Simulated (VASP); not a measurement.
# ZnS (Pmma) in VASP: a series of runs

ZnS is run at these levels: PBE; tasks: single point.

All numbers are computed with VASP 6.6.1; they aren't measurements. Logs are shortened: lines on timing, memory, paths and dates and some standing lists are left out, and cuts for length are marked.

## (1) The cell of the first run

Symmetry: Pmma, No. 51, orthorhombic system. Conventional cell: a = 3.849 Å, b = 3.849 Å, c = 10.886 Å, α = 90.00°, β = 90.00°, γ = 90.00°. Within 3.1 Å of S (site symmetry mm2) lie 2 S at 2.36 Å and 2 Zn at 2.36 Å. Within 3.1 Å of S (site symmetry mm2) lie 4 Zn at 2.36 Å. Zn (site symmetry mm2) has 4 S at 2.36 Å within 3.1 Å. Within 3.1 Å of Zn (site symmetry mm2) lie 2 Zn at 2.36 Å and 2 S at 2.36 Å.

## (2) Single point, PBE

INCAR

```
SYSTEM = ZnS
  ALGO = Normal
  EDIFF = 1E-6
  ENCUT = 520
  GGA = PE
  ISIF = 2
  ISMEAR = 0
  LASPH = .TRUE.
  LCHARG = .TRUE.
  LELF = .TRUE.
  LREAL = .FALSE.
  LVHAR = .TRUE.
  LWAVE = .FALSE.
  NBANDS = 46
  NELM = 100
  PREC = Accurate
  SIGMA = 0.05
```

KPOINTS

```
k-points
0
G
  8 8 3
  0 0 0
```

POSCAR

```
ZnS
1.0
    3.8487553790      0.0000000000      0.0000000000
    0.0000000000      3.8487553790      0.0000000000
    0.0000000000      0.0000000000     10.8859241104
S Zn
4 4
Direct
    0.0000000000      0.0000000000      0.0000000000
    0.5000000000      0.5000000000      0.2500000000
    0.0000000000      0.5000000000      0.6250000000
    0.5000000000      0.0000000000      0.8750000000
    0.0000000000      0.5000000000      0.1250000000
    0.5000000000      0.0000000000      0.3750000000
    0.0000000000      0.0000000000      0.5000000000
    0.5000000000      0.5000000000      0.7500000000
```

Potentials or basis: VASP PAW PBE potentials, release 64 (S, Zn).

Command:

```sh
$ cat potpaw_PBE.64/S/POTCAR potpaw_PBE.64/Zn/POTCAR > POTCAR
$ mpirun -np 1 vasp_std > vasp.out
```

OUTCAR:

```text
SYSTEM = ZnS
   EDIFF = 1E-6
   ENCUT = 520
   GGA = PE
   ISIF = 2
   ISMEAR = 0
   LASPH = .TRUE.
   LREAL = .FALSE.
   NELM = 100
   PREC = Accurate

 ion  position               nearest neighbor table
   1  0.000  0.000  0.000-   4 2.36   5 2.36   5 2.36   4 2.36
   2  0.500  0.500  0.250-   5 2.36   6 2.36   6 2.36   5 2.36
   3  0.000  0.500  0.625-   7 2.36   8 2.36   7 2.36   8 2.36
   4  0.500  0.000  0.875-   1 2.36   8 2.36   8 2.36   1 2.36
   5  0.000  0.500  0.125-   1 2.36   2 2.36   1 2.36   2 2.36
   6  0.500  0.000  0.375-   2 2.36   7 2.36   2 2.36   7 2.36
   7  0.000  0.000  0.500-   3 2.36   6 2.36   3 2.36   6 2.36
   8  0.500  0.500  0.750-   3 2.36   4 2.36   4 2.36   3 2.36

  LATTYP: Found a simple tetragonal cell.
 ALAT       =     3.8487553790
 C/A-ratio  =     2.8284271247

  Lattice vectors:

 A1 = (   3.8487553790,   0.0000000000,   0.0000000000)
 A2 = (   0.0000000000,   3.8487553790,   0.0000000000)
 A3 = (   0.0000000000,   0.0000000000,  10.8859241104)

Analysis of symmetry for initial positions (statically):
=====================================================================
 Subroutine PRICEL returns:
 Original cell was already a primitive cell.

 Routine SETGRP: Setting up the symmetry group for a
 simple tetragonal supercell.

 Subroutine GETGRP returns: Found  8 space group operations
 (whereof  4 operations were pure point group operations)
 out of a pool of 16 trial point group operations.

The static configuration has the point symmetry C_2v.
 The point group associated with its full space group is D_2h.

Analysis of symmetry for dynamics (positions and initial velocities):
=====================================================================
 Subroutine PRICEL returns:
 Original cell was already a primitive cell.

 Routine SETGRP: Setting up the symmetry group for a
 simple tetragonal supercell.

 Subroutine GETGRP returns: Found  8 space group operations
 (whereof  4 operations were pure point group operations)
 out of a pool of 16 trial point group operations.

The dynamic configuration has the point symmetry C_2v.
 The point group associated with its full space group is D_2h.

 Subroutine INISYM returns: Found  8 space group operations
 (whereof  4 operations are pure point group operations),
 and found     1 'primitive' translations

----------------------------------------------------------------------------------------

                                     Primitive cell

  volume of cell :     161.2523

  direct lattice vectors                    reciprocal lattice vectors
     3.848755379  0.000000000  0.000000000     0.259824255  0.000000000  0.000000000
     0.000000000  3.848755379  0.000000000     0.000000000  0.259824255  0.000000000
     0.000000000  0.000000000 10.885924110     0.000000000  0.000000000  0.091861746

  length of vectors
     3.848755379  3.848755379 10.885924110     0.259824255  0.259824255  0.091861746

  position of ions in fractional coordinates (direct lattice)
     0.000000000  0.000000000  0.000000000
     0.500000000  0.500000000  0.250000000
     0.000000000  0.500000000  0.625000000
     0.500000000  0.000000000  0.875000000
     0.000000000  0.500000000  0.125000000
     0.500000000  0.000000000  0.375000000
     0.000000000  0.000000000  0.500000000
     0.500000000  0.500000000  0.750000000

  ion indices of the primitive-cell ions
   primitive index   ion index
                 1           1
                 2           2
                 3           3
                 4           4
                 5           5
                 6           6
                 7           7
                 8           8

----------------------------------------------------------------------------------------

 KPOINTS: k-points

Automatic generation of k-mesh.
 Grid dimensions read from file:
 generate k-points for:    8    8    3

 Generating k-lattice:

  Cartesian coordinates                     Fractional coordinates (reciprocal lattice)
     0.032478032  0.000000000  0.000000000     0.125000000  0.000000000  0.000000000
     0.000000000  0.032478032  0.000000000     0.000000000  0.125000000  0.000000000
     0.000000000  0.000000000  0.030620582     0.000000000  0.000000000  0.333333333

  Length of vectors
     0.032478032  0.032478032  0.030620582

  Shift w.r.t. Gamma in fractional coordinates (k-lattice)
     0.000000000  0.000000000  0.000000000

 Subroutine IBZKPT returns following result:
 ===========================================

 Found     50 irreducible k-points:

 Following reciprocal coordinates:
            Coordinates               Weight
  0.000000  0.000000  0.000000      1.000000
  0.125000  0.000000  0.000000      2.000000
  0.000000  0.125000  0.000000      2.000000
  0.250000  0.000000  0.000000      2.000000
  0.000000  0.250000  0.000000      2.000000
  0.375000  0.000000  0.000000      2.000000
[... 16 lines left out ...]
  0.500000  0.375000  0.000000      2.000000
 -0.375000  0.500000  0.000000      2.000000
 [... further k-points ...]
   k-points           NKPTS =     50   k-points in BZ     NKDIM =     50   number of bands    NBANDS=     46
   number of dos      NEDOS =    301   number of ions     NIONS =      8
   total plane-waves  NPLWV =  75600
   dimension x,y,z NGX =    30 NGY =   30 NGZ =   84
   dimension x,y,z NGXF=    60 NGYF=   60 NGZF=  168
   ions per type =               4   4
   NGX,Y,Z   is equivalent  to a cutoff of  12.96, 12.96, 12.83 a.u.
   NGXF,Y,Z  is equivalent  to a cutoff of  25.92, 25.92, 25.66 a.u.
 SYSTEM =  ZnS
   PREC   = accura    normal or accurate (medium, high low for compatibility)
   ISTART =      0    job   : 0-new  1-cont  2-samecut
   ICHARG =      2    charge: 1-file 2-atom 10-const
   ISPIN  =      1    spin polarized calculation?
   LNONCOLLINEAR =      F non collinear calculations
   LSORBIT =      F    spin-orbit coupling
   LASPH  =      T    aspherical Exc in radial PAW
   ENCUT  =  520.0 eV  38.22 Ry    6.18 a.u.   7.16  7.16 20.24*2*pi/ulx,y,z
   NELM   =    100;   NELMIN=  2; NELMDL= -5     # of ELM steps
   EDIFF  = 0.1E-05   stopping-criterion for ELM
   LREAL  =      F    real-space projection
   EDIFFG = 0.1E-04   stopping-criterion for IOM
   NSW    =      0    number of steps for IOM
   IBRION =     -1    ionic relax: 0-MD 1-quasi-New 2-CG
   NFREE  =      0    steps in history (QN), initial steepest desc. (CG)
   ISIF   =      2    stress and relaxation
   ISYM   =      2    0-nonsym 1-usesym 2-fastsym
   POTIM  = 0.5000    time-step for ionic-motion
   TEBEG  =    0.0;   TEEND  =   0.0 temperature during run
   PSTRESS=    0.0 pullay stress
   NELECT =      72.0000    total number of electrons
   NUPDOWN=      -1.0000    fix difference up-down
   EMIN   =  10.00;   EMAX   =-10.00  energy-range for DOS
   EFERMI =   0.00;   METHOD = LEGACY
   ISMEAR =     0;   SIGMA  =   0.05  broadening in eV -4-tet -1-fermi 0-gaus
   EFERMI_NEDOS =   21; number of points for ismear=-14 and -15
   IALGO  =     38    algorithm
   IMIX   =      4    mixing-type and parameters
     AMIX     =   0.40;   BMIX     =  1.00
     AMIX_MAG =   1.60;   BMIX_MAG =  1.00
  volume/ion in A,a.u.               =      20.16       136.02
  Fermi-wavevector in a.u.,A,eV,Ry     =   1.251268  2.364554 21.302257  1.565672
  Thomas-Fermi vector in A             =   2.385223
   LORBIT       =      0    0 simple, 1 ext, 2 COOP (PROOUT), +10 PAW based schemes
   GGA     = PE    functional components
   LHFCALC =     F    Hartree Fock is set to
   AEXX    =    0.0000 exact exchange contribution
   IVDW    =     0    specifies the selected vdW correction
   LEPSILON=     F    determine dielectric tensor
   LRPA    =     F    only Hartree local field effects (RPA)
 non-spin polarized calculation
 Gauss-broadening in eV      SIGMA  =   0.05
  energy-cutoff  :      520.00
  volume of cell :      161.25
 maximum number of plane-waves:      4380
 NGX is ok and might be reduce to    30
   NGX = 15   NGY = 15   NGZ = 41

 number of electron      71.9999883 magnetization

 Free energy of the ion-electron system (eV)
  ---------------------------------------------------
  ext. energy  EPLUGINS =         0.00000000
  ---------------------------------------------------
  free energy    TOTEN  =       -22.62891772 eV

  energy without entropy =      -22.62373949  energy(sigma->0) =      -22.62632860

 E-fermi :   3.2835     XC(G=0):  -9.5891

 val. band max:        3.2730547620   @ k =   0.0000   0.0000   0.3333
 cond. band min:       3.2835119514   @ k =   0.3750   0.2500   0.3333
 fundamental gap:      0.0104571894
 Fermi energy:         3.2834947767

 k-point     1 :       0.0000    0.0000    0.0000
  band No.  band energies     occupation
      1     -12.8559      2.00000
      2     -10.4214      2.00000
      3     -10.4097      2.00000
      4      -9.0904      2.00000
      5      -4.5969      2.00000
      6      -4.5489      2.00000
[... 38 lines left out ...]
     45       8.0816      0.00000
     46       9.7527      0.00000

 k-point     2 :       0.1250    0.0000    0.0000
  band No.  band energies     occupation
      1     -12.7407      2.00000
      2     -10.3759      2.00000
      3     -10.3609      2.00000
      4      -9.2406      2.00000
      5      -4.5856      2.00000
      6      -4.5458      2.00000
[... 38 lines left out ...]
     45       8.2419      0.00000
     46       9.3961      0.00000

 k-point     3 :       0.0000    0.1250    0.0000
  band No.  band energies     occupation
      1     -12.8152      2.00000
      2     -10.3687      2.00000
      3     -10.3640      2.00000
      4      -9.0584      2.00000
      5      -4.6038      2.00000
      6      -4.5098      2.00000
[... 1018 lines left out ...]
     45       8.6365      0.00000
     46       8.6365      0.00000

 k-point    24 :      -0.3750    0.5000    0.0000
  band No.  band energies     occupation
      1     -11.5757      2.00000
      2     -10.1423      2.00000
      3      -9.7915      2.00000
      4      -9.7708      2.00000
      5      -4.5022      2.00000
      6      -4.4215      2.00000
[... 38 lines left out ...]
     45       9.0404      0.00000
     46       9.3324      0.00000

 [... further k-points ...]

------------------------ aborting loop because EDIFF is reached ----------------------------------------

  FORCE on cell =-STRESS in cart. coord.  units (eV):
  Direction    XX          YY          ZZ          XY          YZ          ZX
  --------------------------------------------------------------------------------------
  -------------------------------------------------------------------------------------
  Total        5.4834226      3.2593621      3.1048966      0.0000000      0.0000000      0.0000000
  in kB       54.4824185     32.3845054     30.8497611      0.0000000      0.0000000      0.0000000
  external PRESSURE =      39.2388950 kB  Pullay stress =       0.0000000 kB

 VOLUME and BASIS-vectors are now :
 -----------------------------------------------------------------------------
  energy-cutoff  :      520.00
  volume of cell :      161.25
      direct lattice vectors                 reciprocal lattice vectors
     3.848755379  0.000000000  0.000000000     0.259824255  0.000000000  0.000000000
     0.000000000  3.848755379  0.000000000     0.000000000  0.259824255  0.000000000
     0.000000000  0.000000000 10.885924110     0.000000000  0.000000000  0.091861746

 POSITION                                       TOTAL-FORCE (eV/Angst)
 -----------------------------------------------------------------------------------
      0.00000      0.00000      0.00000         0.000000      0.000000     -0.981075
      1.92438      1.92438      2.72148         0.000000      0.000000     -0.933514
      0.00000      1.92438      6.80370         0.000000      0.000000      0.933514
      1.92438      0.00000      9.52518         0.000000      0.000000      0.981075
      0.00000      1.92438      1.36074         0.000000      0.000000      0.519862
      1.92438      0.00000      4.08222         0.000000      0.000000     -0.864563
      0.00000      0.00000      5.44296         0.000000      0.000000      0.864563
      1.92438      1.92438      8.16444         0.000000      0.000000     -0.519862
 -----------------------------------------------------------------------------------
    total drift:                                0.000000      0.000000      0.000000

  FREE ENERGIE OF THE ION-ELECTRON SYSTEM (eV)
  ---------------------------------------------------
  free  energy   TOTEN  =       -22.6289177157 eV

  energy  without entropy=      -22.6237394875  energy(sigma->0) =      -22.62632860
```

It took 4.3 min on 1 thread of AMD EPYC 9R45 (Zen 5), shared host; peak memory 0.4 GiB.

What came out:

| Property | Result |
| --- | --- |
| Free energy | -22.6289 eV |
| Pressure | 3.9 GPa |
| Largest force | 0.981 eV/Å |
| Band gap on the k mesh | zero (bands 36 and 37 overlap by 0.05 eV) |

Forces in eV/Å, atoms in the order of the input:
```
S    0.000  0.000 -0.981
S    0.000  0.000 -0.934
S    0.000  0.000  0.934
S    0.000  0.000  0.981
Zn   0.000  0.000  0.520
Zn   0.000  0.000 -0.865
Zn   0.000  0.000  0.865
Zn   0.000  0.000 -0.520
```

Levels at points of the mesh, in eV from the Fermi level:
```tsv
k point	band 33	band 34	band 35	band 36	band 37	band 38	band 39	band 40
(0.00, 0.00, 0.00)	-2.43	-1.96	-1.32	-0.90	0.04	1.48	1.58	3.18
(0.50, 0.00, 0.00)	-1.96	-1.96	-0.44	-0.44	0.26	0.26	2.63	2.63
(0.00, 0.50, 0.00)	-2.24	-2.17	-2.12	-1.19	0.24	1.92	3.24	3.93
(0.50, 0.50, 0.00)	-3.45	-3.45	-0.88	-0.88	0.11	0.11	2.23	2.23
```

Caveat: the cell stands under pressure; semilocal functionals underestimate gaps, and a narrow one can read as zero.

## (3) Single point, PBE

This run uses another cell than the first one, of 20.72 Å³/atom.

INCAR

```
PREC     = Accurate       # precision mode
ENCUT    = 520            # plane-wave cutoff, eV
EDIFF    = 1E-6           # SCF threshold, eV
ISMEAR   = 0              # smearing method
SIGMA    = 0.05           # smearing width, eV
LREAL    = F              # projectors in reciprocal space
LASPH    = T              # aspherical terms in the spheres
NELM     = 60             # most SCF steps
ALGO     = Normal         # electronic algorithm
ISIF     = 2              # what is computed and relaxed
LWAVE    = F              # write WAVECAR
LCHARG   = F              # write CHGCAR
GGA      = PE             # functional
NBANDS   = 46             # bands
```

KPOINTS

```
regular mesh
0
Gamma
  8 8 3
```

POSCAR

```
ZnS
1.0
    3.8487553790      0.0000000000      0.0000000000
    0.0000000000      3.8487553790      0.0000000000
    0.0000000000      0.0000000000     11.1916669736
S Zn
4 4
Direct
    0.0000000000      0.0000000000     -0.0187636586
    0.5000000000      0.5000000000      0.2268457961
    0.0000000000      0.5000000000      0.6481542039
    0.5000000000      0.0000000000      0.8937636586
    0.0000000000      0.5000000000      0.1176113708
    0.5000000000      0.0000000000      0.3662690007
    0.0000000000      0.0000000000      0.5087309993
    0.5000000000      0.5000000000      0.7573886292
```

Potentials or basis: VASP PAW PBE potentials, release 64 (S, Zn).

Command:

```sh
$ cat potpaw_PBE.64/S/POTCAR potpaw_PBE.64/Zn/POTCAR > POTCAR
$ mpirun -np 1 vasp_std > vasp.out
```

Run time: 3.3 min. Hardware: 1 thread of AMD EPYC 9R45 (Zen 5), shared host; peak memory 0.41 GiB.

Results (log left out):

```
Free energy            : -23.3048 eV
Pressure               : 2.2 GPa
Largest force          : 0.053 eV/Å
Band gap on the k mesh : 0.19 eV (least direct gap 0.22 eV)
```

Forces in eV/Å, atoms in the order of the input:
```
S    0.000  0.000 -0.053
S    0.000  0.000  0.008
S    0.000  0.000 -0.008
S    0.000  0.000  0.053
Zn   0.000  0.000  0.003
Zn   0.000  0.000 -0.006
Zn   0.000  0.000  0.006
Zn   0.000  0.000 -0.003
```

Stress tensor (GPa, compression positive):
```
6.19 0.00 0.00
0.00 0.38 0.00
0.00 0.00 0.07
```

Levels at points of the mesh, in eV from the valence-band top:
```csv
k point,band 32,band 33,band 34,band 35,band 36,band 37,band 38,band 39,band 40,band 41
"(0.00, 0.00, 0.00)",-2.84,-2.67,-2.46,-1.45,-1.18,0.94,0.99,1.09,2.51,3.04
"(0.50, 0.00, 0.00)",-3.65,-2.01,-2.01,-0.91,-0.91,1.00,1.00,2.15,2.15,3.65
"(0.00, 0.50, 0.00)",-3.80,-2.60,-2.56,-2.26,-1.79,1.20,1.43,2.71,2.95,3.61
"(0.50, 0.50, 0.00)",-4.62,-3.64,-3.64,-0.86,-0.86,0.97,0.97,1.87,1.87,3.26
```

Caveat: the stress differs along the axes, from 0 to 6 GPa; semilocal functionals underestimate gaps, and a narrow one can read as zero.
